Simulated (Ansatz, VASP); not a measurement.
## CuAs in VASP and in Ansatz

```
CELL_PARAMETERS angstrom
3.86790 0.00000 0.00000
-1.93395 3.34970 0.00000
0.00000 0.00000 5.11710
ATOMIC_POSITIONS crystal
Cu 0.00000 0.00000 0.50000
Cu 0.00000 0.00000 0.00000
As 0.66667 0.33333 0.75000
As 0.33333 0.66667 0.25000
```

Alike in both runs: task single point; functional LDA; k mesh 12 × 12 × 8; occupations gaussian, width 0.15 eV; no spin polarisation.

```csv
,VASP,Ansatz
version,VASP 6.6.1,Ansatz 0.2.0
potentials or method,"VASP PAW LDA potentials, release 64 (Cu, As), cutoff 520 eV","scalar-relativistic, plane waves, PAW"
valence electrons in the cell,32,68
```

```csv
,VASP,Ansatz,Ansatz less VASP
gap on the k mesh at the Fermi level (eV),none,none,-
pressure (GPa),-9.6,-10.0,-0.41
"traceless stress, the component that is largest in VASP (GPa)",-1.79,-1.84,-0.053
```

LDA's correlation is that of Perdew and Zunger in VASP and of Perdew and Wang (1992) in Ansatz. A gap of «none» marks a metal or a gap that the smearing closes. VASP's potentials hold 32 valence electrons a cell and Ansatz's 68, so a difference there can come from the potentials and not from the codes.
